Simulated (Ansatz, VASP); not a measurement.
# SiNi in VASP and in Ansatz

```
Si Ni
1.0
     4.49678    0.00000    0.00000
     0.00000    4.49678    0.00000
     0.00000    0.00000    4.49678
Si Ni
4 4
Direct
  0.86010 0.86010 0.86010
  0.63990 0.13990 0.36010
  0.36010 0.63990 0.13990
  0.13990 0.36010 0.63990
  0.14700 0.14700 0.14700
  0.35300 0.85300 0.64700
  0.64700 0.35300 0.85300
  0.85300 0.64700 0.35300
```

Alike in both runs: task relaxation of cell and atoms; functional LDA; k mesh 7 × 7 × 7; collinear spin.

|  | VASP | Ansatz |
| --- | --- | --- |
| version | VASP 6.6.1 | Ansatz 0.2.0 |
| potentials or method | VASP PAW LDA potentials, release 64 (Si, Ni), cutoff 600 eV | plane waves, PAW |
| occupations | fermi-dirac, width 0.1 eV | fermi-dirac |
| valence electrons in the cell | 56 | 88 |

|  | VASP | Ansatz | Ansatz less VASP |
| --- | --- | --- | --- |
| net moment per atom (μB) | 0.00 | 0.00 | 0.000 |
| relaxed volume (Å³/atom) | 10.88 | 10.87 | -0.010 |
| relaxed length of the cell vector where the two differ most in proportion (Å) | 4.432 | 4.431 | -0.0014 |

LDA's correlation is that of Perdew and Zunger in VASP and of Perdew and Wang (1992) in Ansatz. VASP's potentials hold 56 valence electrons a cell and Ansatz's 88, so a difference there can come from the potentials and not from the codes. Ansatz's warnings: seeded moment not kept.
